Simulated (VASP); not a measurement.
Sn2Ir, 3 atoms in the cell. It takes space group Fm-3m (No. 225, cubic). The conventional cell has a = 6.209 Å, b = 6.209 Å, c = 6.209 Å, α = 90.00°, β = 90.00°, γ = 90.00°. Sn (site symmetry -43m) has 4 Ir at 2.69 Å and 6 Sn at 3.10 Å within 3.5 Å. Within 3.5 Å of Ir (site symmetry m-3m) lie 8 Sn at 2.69 Å.  This cell differs from its parent crystal: volume scaled by 0.94.

```yaml
Program: VASP 6.6.1
Task: electric field gradients
Functional: LDA
Potentials_or_basis: VASP PAW LDA potentials, release 64 (Sn_d, Ir)
Cutoff: 520 eV
k_mesh: 10 × 10 × 10
Occupations: fermi-dirac, width 0.03 eV
Spin: no spin polarisation
Dipole_correction: no
Further_INCAR_settings: ALGO = Normal; EDIFF = 1e-08; NBANDS = 26
```

Potentials or basis: VASP PAW LDA potentials, release 64 (Sn_d, Ir).

The run is started by

```sh
$ cat potpaw_LDA.64/Sn_d/POTCAR potpaw_LDA.64/Ir/POTCAR > POTCAR
$ mpirun -np 1 vasp_std > vasp.out
```

Hardware: 1 thread of AMD EPYC 7R43 64-Core Processor (Zen 3) (shared host).

**Question.** How long does it take, and how much memory?

**Answer.** Run time: 100 s on 1 thread of AMD EPYC 7R43 64-Core Processor (Zen 3), with other jobs on the host, peak memory 0.18 GiB. Counts: scf iterations 14, k points 47.
